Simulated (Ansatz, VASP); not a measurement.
**LiF: VASP beside Ansatz**

```
Li F
1.0
     0.00000    2.74743    4.86278
     1.41783    0.00000    4.86278
     1.41783    2.74743    0.00000
Li F
2 2
Direct
  0.18366 0.18366 0.81634
  0.43366 0.43366 0.06634
  0.81634 0.81634 0.18366
  0.06634 0.06634 0.43366
```

Alike in both runs: task single point; functional PBE; k mesh 8 × 8 × 8; occupations gaussian, width 0.1 eV; no spin polarisation.

|  | VASP | Ansatz |
| --- | --- | --- |
| version | VASP 6.6.1 | Ansatz 0.2.0 |
| potentials or method | VASP PAW PBE potentials, release 64 (Li_sv, F), cutoff 520 eV | scalar-relativistic, plane waves, PAW |
| valence electrons in the cell | 20 | 20 |

Ansatz gave:

| Quantity | Value |
| --- | --- |
| gap on the k mesh at the Fermi level (eV) | 7.80 |
| least direct gap on the mesh (eV) | 7.80 |

Q: Which values does VASP return?

A: gap on the k mesh at the Fermi level (eV): 7.79; least direct gap on the mesh (eV): 7.79.

Noted on VASP's run: the cutoff is short for stress, so the pressure is rough.
